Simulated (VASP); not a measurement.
# Co (P6_3/mmc) in VASP: further runs

Runs on Co. Level: PBEsol. Tasks: single point.

All numbers are computed with VASP 6.6.1; they aren't measurements. Logs are shortened: lines on timing, memory, paths and dates and some standing lists are left out, and cuts for length are marked.

## (1) The cell of the first run

It takes space group P6_3/mmc (No. 194, hexagonal). Conventional cell: a = 2.406 Å, b = 2.406 Å, c = 4.443 Å, α = 90.00°, β = 90.00°, γ = 120.00°. Co (site symmetry -6m2) has 12 Co at 2.41 to 2.62 Å within 3.2 Å.

## (2) Single point, PBEsol, collinear spin, ferromagnetic start

The input, INCAR:

```
ALGO = Fast
EDIFF = 1E-7
ENCUT = 520
GGA = PS
ISIF = 2
ISMEAR = 0
ISPIN = 2
LASPH = T
LCHARG = T
LELF = T
LMAXMIX = 4
LORBIT = 11
LREAL = F
LVHAR = T
LWAVE = F
MAGMOM = 1.79 1.79
NBANDS = 20
NELM = 150
PREC = Accurate
SIGMA = 0.15
```

The input, KPOINTS:

```
k-points
0
Gamma
  21 21 12
```

The input, POSCAR:

```
Co
1.0
    2.4064000000      0.0000000000      0.0000000000
   -1.2032000000      2.0840035317      0.0000000000
    0.0000000000      0.0000000000      4.4434000000
Co
2
Direct
    0.3333333333      0.6666666667      0.2500000000
    0.6666666667      0.3333333333      0.7500000000
```

Potentials or basis: VASP PAW PBE potentials, release 64 (Co).

The run is started by

```console
$ cat potpaw_PBE.64/Co/POTCAR > POTCAR
$ mpirun -np 1 vasp_std > vasp.out
```

OUTCAR:

```text
EDIFF = 1E-7
   ENCUT = 520
   GGA = PS
   ISIF = 2
   ISMEAR = 0
   ISPIN = 2
   LASPH = T
   LORBIT = 11
   LREAL = F
   NELM = 150
   PREC = Accurate

 ion  position               nearest neighbor table
   1  0.333  0.667  0.250-   2 2.62   2 2.62   2 2.62   2 2.62   2 2.62   2 2.62
   2  0.667  0.333  0.750-   1 2.62   1 2.62   1 2.62   1 2.62   1 2.62   1 2.62

  LATTYP: Found a hexagonal cell.
 ALAT       =     2.4064000000
 C/A-ratio  =     1.8464926862

  Lattice vectors:

 A1 = (   2.4064000000,   0.0000000000,   0.0000000000)
 A2 = (  -1.2032000000,   2.0840035317,   0.0000000000)
 A3 = (   0.0000000000,   0.0000000000,   4.4434000000)

Analysis of symmetry for initial positions (statically):
=====================================================================
 Subroutine PRICEL returns:
 Original cell was already a primitive cell.

 Routine SETGRP: Setting up the symmetry group for a
 hexagonal supercell.

 Subroutine GETGRP returns: Found 24 space group operations
 (whereof 12 operations were pure point group operations)
 out of a pool of 24 trial point group operations.

The static configuration has the point symmetry D_3d.
 The point group associated with its full space group is D_6h.

Analysis of symmetry for dynamics (positions and initial velocities):
=====================================================================
 Subroutine PRICEL returns:
 Original cell was already a primitive cell.

 Routine SETGRP: Setting up the symmetry group for a
 hexagonal supercell.

 Subroutine GETGRP returns: Found 24 space group operations
 (whereof 12 operations were pure point group operations)
 out of a pool of 24 trial point group operations.

The dynamic configuration has the point symmetry D_3d.
 The point group associated with its full space group is D_6h.

Analysis of structural, dynamic, and magnetic symmetry:
=====================================================================
 Subroutine PRICEL returns:
 Original cell was already a primitive cell.

 Routine SETGRP: Setting up the symmetry group for a
 hexagonal supercell.

 Subroutine GETGRP returns: Found 24 space group operations
 (whereof 12 operations were pure point group operations)
 out of a pool of 24 trial point group operations.

The overall configuration has the point symmetry D_3d.
 The point group associated with its full space group is D_6h.

 Subroutine INISYM returns: Found 24 space group operations
 (whereof 12 operations are pure point group operations),
 and found     1 'primitive' translations

----------------------------------------------------------------------------------------

                                     Primitive cell

  volume of cell :      22.2834

  direct lattice vectors                    reciprocal lattice vectors
     2.406400000  0.000000000  0.000000000     0.415558511  0.239922818  0.000000000
    -1.203200000  2.084003532  0.000000000     0.000000000  0.479845636  0.000000000
     0.000000000  0.000000000  4.443400000     0.000000000  0.000000000  0.225052887

  length of vectors
     2.406400000  2.406400000  4.443400000     0.479845636  0.479845636  0.225052887

  position of ions in fractional coordinates (direct lattice)
     0.333333333  0.666666667  0.250000000
     0.666666667  0.333333333  0.750000000

  ion indices of the primitive-cell ions
   primitive index   ion index
                 1           1
                 2           2

----------------------------------------------------------------------------------------

 KPOINTS: k-points

Automatic generation of k-mesh.
 Grid dimensions read from file:
 generate k-points for:   21   21   12

 Generating k-lattice:

  Cartesian coordinates                     Fractional coordinates (reciprocal lattice)
     0.019788501  0.011424896  0.000000000     0.047619048  0.000000000  0.000000000
     0.000000000  0.022849792  0.000000000     0.000000000  0.047619048  0.000000000
     0.000000000  0.000000000  0.018754407     0.000000000  0.000000000  0.083333333

  Length of vectors
     0.022849792  0.022849792  0.018754407

  Shift w.r.t. Gamma in fractional coordinates (k-lattice)
     0.000000000  0.000000000  0.000000000

 Subroutine IBZKPT returns following result:
 ===========================================

 Found    336 irreducible k-points:

 Following reciprocal coordinates:
            Coordinates               Weight
  0.000000  0.000000  0.000000      1.000000
  0.047619 -0.000000  0.000000      6.000000
  0.095238  0.000000  0.000000      6.000000
  0.142857  0.000000  0.000000      6.000000
  0.190476  0.000000  0.000000      6.000000
  0.238095 -0.000000  0.000000      6.000000
[... 16 lines left out ...]
  0.142857  0.095238  0.000000     12.000000
  0.190476  0.095238  0.000000     12.000000
 [... further k-points ...]
   k-points           NKPTS =    336   k-points in BZ     NKDIM =    336   number of bands    NBANDS=     20
   number of dos      NEDOS =    301   number of ions     NIONS =      2
   total plane-waves  NPLWV =  11664
   dimension x,y,z NGX =    18 NGY =   18 NGZ =   36
   dimension x,y,z NGXF=    36 NGYF=   36 NGZF=   72
   ions per type =               2
   NGX,Y,Z   is equivalent  to a cutoff of  12.44, 12.44, 13.47 a.u.
   NGXF,Y,Z  is equivalent  to a cutoff of  24.87, 24.87, 26.94 a.u.
 SYSTEM =  unknown system
   PREC   = accura    normal or accurate (medium, high low for compatibility)
   ISTART =      0    job   : 0-new  1-cont  2-samecut
   ICHARG =      2    charge: 1-file 2-atom 10-const
   ISPIN  =      2    spin polarized calculation?
   LNONCOLLINEAR =      F non collinear calculations
   LSORBIT =      F    spin-orbit coupling
   LASPH  =      T    aspherical Exc in radial PAW
   ENCUT  =  520.0 eV  38.22 Ry    6.18 a.u.   4.47  4.47  8.26*2*pi/ulx,y,z
   NELM   =    150;   NELMIN=  2; NELMDL= -5     # of ELM steps
   EDIFF  = 0.1E-06   stopping-criterion for ELM
   LREAL  =      F    real-space projection
   EDIFFG = 0.1E-05   stopping-criterion for IOM
   NSW    =      0    number of steps for IOM
   IBRION =     -1    ionic relax: 0-MD 1-quasi-New 2-CG
   NFREE  =      0    steps in history (QN), initial steepest desc. (CG)
   ISIF   =      2    stress and relaxation
   ISYM   =      2    0-nonsym 1-usesym 2-fastsym
   POTIM  = 0.5000    time-step for ionic-motion
   TEBEG  =    0.0;   TEEND  =   0.0 temperature during run
   PSTRESS=    0.0 pullay stress
   NELECT =      18.0000    total number of electrons
   NUPDOWN=      -1.0000    fix difference up-down
   EMIN   =  10.00;   EMAX   =-10.00  energy-range for DOS
   EFERMI =   0.00;   METHOD = LEGACY
   ISMEAR =     0;   SIGMA  =   0.15  broadening in eV -4-tet -1-fermi 0-gaus
   EFERMI_NEDOS =   21; number of points for ismear=-14 and -15
   IALGO  =     68    algorithm
   IMIX   =      4    mixing-type and parameters
     AMIX     =   0.40;   BMIX     =  1.00
     AMIX_MAG =   1.60;   BMIX_MAG =  1.00
  volume/ion in A,a.u.               =      11.14        75.19
  Fermi-wavevector in a.u.,A,eV,Ry     =   1.524656  2.881181 31.627762  2.324575
  Thomas-Fermi vector in A             =   2.632933
   LORBIT       =     11    0 simple, 1 ext, 2 COOP (PROOUT), +10 PAW based schemes
   GGA     = PS    functional components
   LHFCALC =     F    Hartree Fock is set to
   AEXX    =    0.0000 exact exchange contribution
   IVDW    =     0    specifies the selected vdW correction
   LEPSILON=     F    determine dielectric tensor
   LRPA    =     F    only Hartree local field effects (RPA)
 spin polarized calculation
 RMM-DIIS sequential band-by-band and
 Gauss-broadening in eV      SIGMA  =   0.15
  energy-cutoff  :      520.00
  volume of cell :       22.28
 maximum number of plane-waves:       635
 NGX is ok and might be reduce to    18
   NGX =  9   NGY =  9   NGZ = 17

 number of electron      17.9999998 magnetization       3.2819232

 Free energy of the ion-electron system (eV)
  ---------------------------------------------------
  ext. energy  EPLUGINS =         0.00000000
  ---------------------------------------------------
  free energy    TOTEN  =       -15.19470324 eV

  energy without entropy =      -15.16899294  energy(sigma->0) =      -15.18184809

 E-fermi :   9.8091     XC(G=0): -13.4104

 val. band max:        9.8079804814   @ k =   0.0952   0.0476   0.0833
 cond. band min:       9.8119474289   @ k =   0.2857   0.0476   0.4167
 fundamental gap:      0.0039669474
 Fermi energy:         9.8090979248

 spin component 1

 k-point     1 :       0.0000    0.0000    0.0000
  band No.  band energies     occupation
      1       0.8877      1.00000
      2       4.4317      1.00000
      3       6.5182      1.00000
      4       7.2264      1.00000
      5       7.2264      1.00000
      6       7.4005      1.00000
[... 12 lines left out ...]
     19      36.6957      0.00000
     20      37.8250      0.00000
[... 507 lines left out ...]
 k-point    24 :       0.1905    0.0952    0.0000
  band No.  band energies     occupation
      1       3.0950      1.00000
      2       5.6264      1.00000
      3       6.0027      1.00000
      4       6.4707      1.00000
      5       6.8529      1.00000
      6       7.3769      1.00000
[... 12 lines left out ...]
     19      34.0147      0.00000
     20      34.6568      0.00000

 [... further k-points ...]

 spin component 2

 k-point     1 :       0.0000    0.0000    0.0000
  band No.  band energies     occupation
      1       0.9648      1.00000
      2       5.2674      1.00000
      3       8.0167      1.00000
      4       8.3487      1.00000
      5       8.8206      1.00000
      6       8.8206      1.00000
[... 12 lines left out ...]
     19      37.0875      0.00000
     20      38.1382      0.00000
[... 507 lines left out ...]
 k-point    24 :       0.1905    0.0952    0.0000
  band No.  band energies     occupation
      1       3.2142      1.00000
      2       6.7154      1.00000
      3       7.0626      1.00000
      4       7.8507      1.00000
      5       8.3387      1.00000
      6       9.0155      1.00000
[... 12 lines left out ...]
     19      34.3347      0.00000
     20      35.0053      0.00000

 [... further k-points ...]

------------------------ aborting loop because EDIFF is reached ----------------------------------------

  FORCE on cell =-STRESS in cart. coord.  units (eV):
  Direction    XX          YY          ZZ          XY          YZ          ZX
  --------------------------------------------------------------------------------------
  -------------------------------------------------------------------------------------
  Total       -0.0061668     -0.0061668     -4.5603027      0.0000000      0.0000000      0.0000000
  in kB       -0.4433930     -0.4433930   -327.8857730      0.0000000      0.0000000      0.0000000
  external PRESSURE =    -109.5908530 kB  Pullay stress =       0.0000000 kB

 VOLUME and BASIS-vectors are now :
 -----------------------------------------------------------------------------
  energy-cutoff  :      520.00
  volume of cell :       22.28
      direct lattice vectors                 reciprocal lattice vectors
     2.406400000  0.000000000  0.000000000     0.415558511  0.239922818  0.000000000
    -1.203200000  2.084003532  0.000000000     0.000000000  0.479845636  0.000000000
     0.000000000  0.000000000  4.443400000     0.000000000  0.000000000  0.225052887

 POSITION                                       TOTAL-FORCE (eV/Angst)
 -----------------------------------------------------------------------------------
     -0.00000      1.38934      1.11085         0.000000     -0.000000      0.000000
      1.20320      0.69467      3.33255         0.000000      0.000000      0.000000
 -----------------------------------------------------------------------------------
    total drift:                               -0.000000      0.000000     -0.000000

  FREE ENERGIE OF THE ION-ELECTRON SYSTEM (eV)
  ---------------------------------------------------
  free  energy   TOTEN  =       -15.1947032434 eV

  energy  without entropy=      -15.1689929351  energy(sigma->0) =      -15.18184809

 total charge

# of ion       s       p       d       tot
------------------------------------------
    1        0.486   0.508   7.249   8.244
    2        0.486   0.508   7.249   8.244
--------------------------------------------------
tot          0.972   1.017  14.499  16.488

 magnetization (x)

# of ion       s       p       d       tot
------------------------------------------
    1       -0.012  -0.046   1.713   1.656
    2       -0.012  -0.046   1.713   1.656
--------------------------------------------------
tot         -0.023  -0.092   3.427   3.312
```

Wall time 4.6 min (1 thread of Oxide Virtual Turin-like, shared host); peak memory 0.28 GiB.

What came out:

| Item | Value |
| --- | --- |
| Free energy | -15.1947 eV |
| Pressure | -11.0 GPa |
| Net moment | 3.28 μB per cell |
| Site moments | Co +1.66 μB |
| Valence electrons inside the program's atomic spheres | Co 8.24 |

Caveat: the stress differs along the axes, from -33 to -0 GPa; the PAW data sets were made with another functional, which shifts forces and pressure a little.

## (3) Single point, PBEsol, collinear spin, ferromagnetic start

This run uses another cell than the first one, of 10.35 Å³/atom.

The input, INCAR:

```
  ALGO = Normal
  EDIFF = 1E-7
  ENCUT = 520
  GGA = PS
  ISIF = 2
  ISMEAR = 0
  ISPIN = 2
  LASPH = True
  LCHARG = True
  LELF = True
  LMAXMIX = 4
  LORBIT = 11
  LREAL = False
  LVHAR = True
  LWAVE = False
  MAGMOM = 1.79 1.79
  NBANDS = 20
  NELM = 150
  PREC = Accurate
  SIGMA = 0.15
```

KPOINTS is that of step 2.

The input, POSCAR:

```
Co
1.0
    2.4965000000      0.0000000000      0.0000000000
   -1.2482500000      2.1620324205      0.0000000000
    0.0000000000      0.0000000000      3.8351000000
Co
2
Direct
    0.3333333333      0.6666666667      0.2500000000
    0.6666666667      0.3333333333      0.7500000000
```

Potentials or basis: VASP PAW PBE potentials, release 64 (Co).

The run is started by

```console
$ cat potpaw_PBE.64/Co/POTCAR > POTCAR
$ mpirun -np 1 vasp_std > vasp.out
```

It took 4.2 min on 1 thread of Oxide Virtual Turin-like, shared host; peak memory 0.26 GiB.

The run converged. Its results:

```yaml
Free_energy: -15.4467 eV
Pressure: 0.1 GPa
Net_moment: 3.10 μB per cell
Site_moments: Co +1.55 μB
Valence_electrons_inside_the_program's_atomic_spheres: Co 8.37
```

Stress tensor (GPa, compression positive):
```
-5.28  0.00  0.00
 0.00 -5.28  0.00
 0.00  0.00 10.93
```

Levels at points of the mesh, in eV from the Fermi level:
Spin up:
```
           k point  band 8  band 9  band 10  band 11  band 12  band 13
(0.00, 0.00, 0.00)   -2.06   -2.06    -0.65    -0.65     0.49     7.58
(0.00, 0.00, 0.50)   -2.77   -0.98    -0.98    -0.98    -0.98    16.93
```
Spin down:
```tsv
k point	band 3	band 4	band 5	band 6	band 7	band 8	band 9	band 10	band 11	band 12
(0.00, 0.00, 0.00)	-1.07	-1.07	-0.74	-0.60	-0.60	-0.43	-0.43	0.52	1.11	1.11
(0.00, 0.00, 0.50)	-1.42	-1.42	-1.22	-1.22	-1.22	-1.22	0.76	0.76	0.76	0.76
```

Caveat: the stress differs along the axes, from -5 to 11 GPa; the PAW data sets were made with another functional, which shifts forces and pressure a little.

## (4) Single point, PBEsol, collinear spin, ferromagnetic start

This run uses another cell than the first one, of 10.35 Å³/atom.

The input, INCAR:

```
SYSTEM = Co
ALGO = Fast
EDIFF = 1E-6
ENCUT = 520
GGA = PS
ISIF = 2
ISMEAR = 0
ISPIN = 2
LASPH = .True.
LCHARG = .True.
LELF = .True.
LMAXMIX = 4
LORBIT = 11
LREAL = .False.
LVHAR = .True.
LWAVE = .False.
MAGMOM = 1.79 1.79
NBANDS = 20
NELM = 150
PREC = Accurate
SIGMA = 0.15
```

The input, KPOINTS:

```
k-points
0
Gamma
  21 21 12
  0 0 0
```

The input, POSCAR:

```
Co
1.0
    2.4146000000      0.0000000000      0.0000000000
   -1.2073000000      2.0911049400      0.0000000000
    0.0000000000      0.0000000000      4.0996000000
Co
2
Direct
    0.3333333333      0.6666666667      0.2500000000
    0.6666666667      0.3333333333      0.7500000000
```

The run is started by

```console
$ cat potpaw_PBE.64/Co/POTCAR > POTCAR
$ mpirun -np 1 vasp_std > vasp.out
```

Wall time 2.9 min (1 thread of Oxide Virtual Turin-like, shared host); peak memory 0.26 GiB.

It converged, with:

```
Free energy                                           : -15.4477 eV
Pressure                                              : 0.4 GPa
Net moment                                            : 3.15 μB per cell
Site moments                                          : Co +1.58 μB
Valence electrons inside the program's atomic spheres : Co 8.37
```

Stress tensor (GPa, compression positive):
```
  5.86   0.00   0.00
  0.00   5.86   0.00
  0.00   0.00 -10.56
```

Levels at points of the mesh, in eV from the Fermi level:
Spin up:
```csv
k point,band 7,band 8,band 9,band 10,band 11,band 12,band 13,band 14,band 15,band 16
"(0.00, 0.00, 0.00)",-2.35,-1.78,-1.78,-0.78,-0.78,-0.73,6.03,22.96,24.38,25.93
"(0.00, 0.00, 0.50)",-2.65,-2.65,-1.10,-1.10,-1.10,-1.10,14.24,14.24,23.66,23.66
```
Spin down:
| k point | band 3 | band 4 | band 5 | band 6 | band 7 | band 8 | band 9 | band 10 | band 11 | band 12 |
| --- | --- | --- | --- | --- | --- | --- | --- | --- | --- | --- |
| (0.00, 0.00, 0.00) | -1.41 | -1.06 | -1.06 | -0.73 | -0.73 | -0.70 | -0.01 | -0.01 | 1.08 | 1.08 |
| (0.00, 0.00, 0.50) | -1.89 | -1.89 | -1.07 | -1.07 | -1.07 | -1.07 | 0.73 | 0.73 | 0.73 | 0.73 |

Caveat: the stress differs along the axes, from -11 to 6 GPa; the PAW data sets were made with another functional, which shifts forces and pressure a little.

[end of part 1 of 2]
